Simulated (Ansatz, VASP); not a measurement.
# HPt6: VASP beside Ansatz

```
Pt H
1.0
     5.61433    0.00000    0.00000
     0.00000    5.61433    0.00000
     0.00000    0.00000   21.85138
Pt H
12 2
Direct
  0.25000 0.25000 0.18305
  0.25000 0.75000 0.18305
  0.75000 0.25000 0.18305
  0.75000 0.75000 0.18305
  0.00000 0.00000 0.27121
  0.00000 0.50000 0.27121
  0.50000 0.00000 0.27121
  0.50000 0.50000 0.27121
  0.25000 0.25000 0.35931
  0.25000 0.75000 0.35931
  0.75000 0.25000 0.35931
  0.75000 0.75000 0.35931
  0.89482 0.00000 0.49660
  0.10518 0.00000 0.49660
```

Alike in both runs: task single point; functional PBE; k mesh 5 × 5 × 1; occupations gaussian, width 0.1 eV; no spin polarisation.

```csv
,VASP,Ansatz
version,VASP 6.6.1,Ansatz 0.2.0
potentials or method,"VASP PAW PBE potentials, release 64 (Pt, H), cutoff 520 eV","scalar-relativistic, plane waves, PAW"
valence electrons in the cell,122,218
```

|  | VASP | Ansatz | Ansatz less VASP |
| --- | --- | --- | --- |
| gap on the k mesh at the Fermi level (eV) | none | none | - |
| rms of the force components (eV/Å) | 0.988 | 0.988 | -0.0001 |

Atom by atom the forces differ by 0.008 eV/Å (rms over components). A gap of «none» marks a metal or a gap that the smearing closes. VASP's potentials hold 122 valence electrons a cell and Ansatz's 218, so a difference there can come from the potentials and not from the codes.

Spin-orbit coupling is off throughout.
